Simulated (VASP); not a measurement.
# Si4Mo in VASP: notebook, part 2 of 2

VASP 6.6.1. Earlier steps stand in the parts before.

### Step 3. Single point, PBE

This run uses another cell than the first one, of 16.24 Å³/atom.

File INCAR:

```
SYSTEM = Si4Mo
PREC = Accurate
ENCUT = 520
EDIFF = 1E-6
ISMEAR = 0
SIGMA = 0.1
LREAL = .False.
LASPH = .True.
NELM = 60
ALGO = Normal
ISIF = 2
LWAVE = .False.
LCHARG = .False.
GGA = PE
NBANDS = 23
```

File KPOINTS:

```
Automatic mesh
0
Gamma
  8 8 8
  0 0 0
```

File POSCAR:

```
Si4Mo
1.0
    0.0000000000      3.9820065660      4.2916673612
    2.3761385840      0.0000000000      4.2916673612
    2.3761385840      3.9820065660      0.0000000000
Si Mo
4 1
Direct
    0.0000000000      0.5000000000      0.0000000000
    0.1696223372      0.8303776628      0.1696223372
    0.8303776628      0.1696223372      0.8303776628
    0.5000000000      0.0000000000      0.5000000000
    0.5000000000      0.5000000000      0.5000000000
```

Potentials or basis: VASP PAW PBE potentials, release 64 (Si, Mo_sv).

On the command line:

```
$ cat potpaw_PBE.64/Si/POTCAR potpaw_PBE.64/Mo_sv/POTCAR > POTCAR
$ mpirun -np 1 vasp_std > vasp.out
```

OUTCAR:

```text
SYSTEM = Si4Mo
   PREC = Accurate
   ENCUT = 520
   EDIFF = 1E-6
   ISMEAR = 0
   LREAL = .False.
   LASPH = .True.
   NELM = 60
   ISIF = 2
   GGA = PE

 ion  position               nearest neighbor table
   1  0.000  0.500  0.000-   4 2.38   4 2.38   5 2.45   5 2.45   2 2.80   2 2.80   3 2.80   3 2.80

   2  0.170  0.830  0.170-   5 2.63   3 2.70   3 2.70   3 2.70   5 2.73   5 2.73   4 2.80   1 2.80
                             1 2.80   4 2.80
   3  0.830  0.170  0.830-   5 2.63   2 2.70   2 2.70   2 2.70   5 2.73   5 2.73   4 2.80   1 2.80
                             1 2.80   4 2.80
   4  0.500  0.000  0.500-   1 2.38   1 2.38   5 2.45   5 2.45   2 2.80   2 2.80   3 2.80   3 2.80
[... 834 lines left out ...]
  -------------------------------------------------------------------------------------
  Total        0.0198729      0.0219707      0.0146300      0.0000000      0.0000000      0.0000000
  in kB        0.3920504      0.4334348      0.2886188      0.0000000      0.0000000      0.0000000
  external PRESSURE =       0.3713680 kB  Pullay stress =       0.0000000 kB

 VOLUME and BASIS-vectors are now :
 -----------------------------------------------------------------------------
  energy-cutoff  :      520.00
  volume of cell :       81.21
      direct lattice vectors                 reciprocal lattice vectors
     0.000000000  3.982006566  4.291667361    -0.210425437  0.125564836  0.116504836
     2.376138584  0.000000000  4.291667361     0.210425437 -0.125564836  0.116504836
     2.376138584  3.982006566  0.000000000     0.210425437  0.125564836 -0.116504836

 POSITION                                       TOTAL-FORCE (eV/Angst)
 -----------------------------------------------------------------------------------
      1.18807      0.00000      2.14583         0.000000     -0.000000      0.000000
      2.37614      1.35087      4.29167         0.000000     -0.002999      0.000000
      2.37614      6.61314      4.29167         0.000000      0.002999      0.000000
      1.18807      3.98201      2.14583         0.000000      0.000000      0.000000
      2.37614      3.98201      4.29167        -0.000000     -0.000000      0.000000
 -----------------------------------------------------------------------------------
    total drift:                               -0.000000     -0.000000     -0.000000

  FREE ENERGIE OF THE ION-ELECTRON SYSTEM (eV)
  ---------------------------------------------------
  free  energy   TOTEN  =       -31.5411587967 eV

  energy  without entropy=      -31.5206826270  energy(sigma->0) =      -31.53092071
```

OSZICAR:

```text
N       E                     dE             d eps       ncg     rms          rms(c)
DAV:   1     0.133770816691E+03    0.13377E+03   -0.15468E+04  4970   0.118E+03
DAV:   2    -0.271184108689E+02   -0.16089E+03   -0.15317E+03  5140   0.261E+02
DAV:   3    -0.323152977032E+02   -0.51969E+01   -0.50015E+01  5764   0.398E+01
DAV:   4    -0.323947101498E+02   -0.79412E-01   -0.79188E-01  5073   0.492E+00
DAV:   5    -0.323960657527E+02   -0.13556E-02   -0.13551E-02  5788   0.613E-01    0.205E+01
DAV:   6    -0.318796289602E+02    0.51644E+00   -0.32510E+00  4923   0.118E+01    0.597E+00
DAV:   7    -0.316843756293E+02    0.19525E+00   -0.18203E+00  4851   0.781E+00    0.634E+00
DAV:   8    -0.315409038842E+02    0.14347E+00   -0.37462E-01  4923   0.435E+00    0.684E-01
DAV:   9    -0.315414992243E+02   -0.59534E-03   -0.27362E-02  5619   0.872E-01    0.495E-01
DAV:  10    -0.315411715845E+02    0.32764E-03   -0.30779E-03  5036   0.404E-01    0.830E-02
DAV:  11    -0.315411571227E+02    0.14462E-04   -0.23903E-04  5154   0.112E-01    0.313E-02
DAV:  12    -0.315411595931E+02   -0.24704E-05   -0.16166E-05  5418   0.233E-02    0.136E-02
DAV:  13    -0.315411587967E+02    0.79646E-06   -0.25990E-06  4189   0.122E-02
   1 F= -.31541159E+02 E0= -.31530921E+02  d E =-.204762E-01
```

stdout:

```text
POSCAR found type information on POSCAR SiMo
 POSCAR found :  2 types and       5 ions
 scaLAPACK will be used
 LDA part: xc-table for (Slater+PW92), standard interpolation
 POSCAR, INCAR and KPOINTS ok, starting setup
 FFT: planning ... GRIDC
 FFT: planning ... GRID_SOFT
 FFT: planning ... GRID
 WAVECAR not read
 entering main loop
```

It took 4.3 min on 1 thread of Intel Xeon 8259CL, shared host; peak memory 0.34 GiB.

What came out:

```yaml
Free_energy: -31.5412 eV
Pressure: 0.0 GPa
Band_gap_on_the_k_mesh: zero (bands 15 and 16 overlap by 1.41 eV)
```

Forces in eV/Å, atoms in the order of the input:
```
Si   0.000  0.000  0.000
Si   0.000 -0.003  0.000
Si   0.000  0.003  0.000
Si   0.000  0.000  0.000
Mo   0.000  0.000  0.000
```

### Step 4. Relaxation of cell and atoms, PBE

This run uses another cell than the first one, of the same volume but with other edges.

File INCAR:

```
SYSTEM = Si4Mo
PREC = Accurate ; ENCUT = 600
EDIFF = 1E-6 ; ISMEAR = 0
SIGMA = 0.1 ; LREAL = .FALSE.
LASPH = .TRUE. ; NELM = 100
ALGO = Normal ; ISIF = 3
LWAVE = .FALSE. ; LCHARG = .FALSE.
GGA = PE ; IBRION = 2
NSW = 100 ; EDIFFG = -0.01
```

File KPOINTS:

```
regular mesh
0
G
  8 8 8
  0 0 0
```

File POSCAR:

```
Si4Mo
1.0
    0.0000000000      3.9879298390      4.2991633580
    2.3786100869      0.0000000000      4.2991633580
    2.3786100869      3.9879298390      0.0000000000
Si Mo
4 1
Direct
    0.0000000000      0.5000000000      0.0000000000
    0.1702903748      0.8297096252      0.1702903748
    0.8297096252      0.1702903748      0.8297096252
    0.5000000000      0.0000000000      0.5000000000
    0.5000000000      0.5000000000      0.5000000000
```

On the command line:

```
$ cat potpaw_PBE.64/Si/POTCAR potpaw_PBE.64/Mo_sv/POTCAR > POTCAR
$ mpirun -np 1 vasp_std > vasp.out
```

It took 15 min on 1 thread of Intel Xeon 8259CL, shared host; peak memory 0.39 GiB.

Results (log left out):

```yaml
Free_energy: -31.5415 eV
Relaxed_volume: 16.25 Å³/atom
Relaxed_cell: a = 5.854 Å, b = 4.904 Å, c = 4.639 Å, α = 75.62°, β = 54.25°, γ = 50.14°
Space_group_after_relaxing_to_0.1_Å: Fmmm (No. 69)
Energy_gained_by_relaxing: 0.2 meV/atom
Ionic_steps: 5
Pressure_after_relaxing: 0.0 GPa
Band_gap_on_the_k_mesh: zero (bands 15 and 16 overlap by 1.41 eV)
```

Step by step:
| step | energy change (eV) | largest force (eV/Å) | pressure (GPa) | volume (Å³) |
| --- | --- | --- | --- | --- |
| 1 | 0.0000 | 0.0642 | -0.50 | 81.56 |
| 2 | -0.0004 | 0.0253 | 0.45 | 80.96 |
| 3 | -0.0007 | 0.0415 | 0.06 | 81.21 |
| 4 | -0.0008 | 0.0160 | 0.02 | 81.22 |
| 5 | -0.0009 | 0.0003 | 0.00 | 81.23 |

Final structure:
```cif
data_structure
_symmetry_space_group_name_H-M 'P 1'
_symmetry_Int_Tables_number 1
_cell_length_a 5.8539
_cell_length_b 4.9043
_cell_length_c 4.6386
_cell_angle_alpha 75.619
_cell_angle_beta 54.245
_cell_angle_gamma 50.136
_cell_volume 81.23
loop_
_atom_site_label
_atom_site_type_symbol
_atom_site_fract_x
_atom_site_fract_y
_atom_site_fract_z
_atom_site_occupancy
Si1 Si 0.00000 0.50000 0.00000 1
Si2 Si 0.16963 0.83037 0.16963 1
Si3 Si 0.83037 0.16963 0.83037 1
Si4 Si 0.50000 0.00000 0.50000 1
Mo1 Mo 0.50000 0.50000 0.50000 1
```

Levels at points of the mesh, in eV from the Fermi level:
| k point | band 13 | band 14 | band 15 | band 16 | band 17 | band 18 |
| --- | --- | --- | --- | --- | --- | --- |
| (0.00, 0.00, 0.00) | -1.62 | -1.57 | -1.04 | 0.35 | 0.58 | 1.06 |
| (0.50, 0.00, 0.00) | -2.02 | -1.74 | 0.03 | 1.18 | 1.38 | 2.33 |
| (0.50, 0.50, 0.00) | -3.24 | -0.11 | 0.02 | 0.27 | 0.79 | 2.66 |
| (0.50, 0.00, 0.50) | -2.81 | -1.82 | -1.38 | 1.28 | 1.28 | 2.15 |
| (0.00, 0.50, 0.50) | -2.12 | -0.24 | 0.05 | 1.12 | 1.14 | 2.17 |

### Step 5. Overview

| task | cell | k mesh | cutoff (eV) | smearing | gap on the mesh (eV) | pressure (GPa) |
| --- | --- | --- | --- | --- | --- | --- |
| single point | a = 4.643, b = 4.643, c = 4.912 Å, angles 104.3, 104.3, 118.4°, 5 atoms, atomic positions A | 4 × 4 × 4 | 520 | gaussian 0.2 eV | none | 0.1 |
| single point | a = 5.854, b = 4.906, c = 4.637 Å, angles 75.6, 54.3, 50.1°, 5 atoms, atomic positions B | 8 × 8 × 8 | 520 | gaussian 0.1 eV | none | 0.0 |
| relaxation of cell and atoms | relaxed from a = 5.864, b = 4.913, c = 4.643 Å, angles 75.6, 54.3, 50.1°, 5 atoms, atomic positions C | 8 × 8 × 8 | 600 | gaussian 0.1 eV | none | 0.0 |

Alike in all rows: level PBE; potentials or basis VASP PAW PBE potentials, release 64 (Si, Mo_sv); no spin polarisation.

Caveats: some runs use coarse meshes.

Total energies depend on the potentials used, so only differences within one code and one set of settings carry meaning.
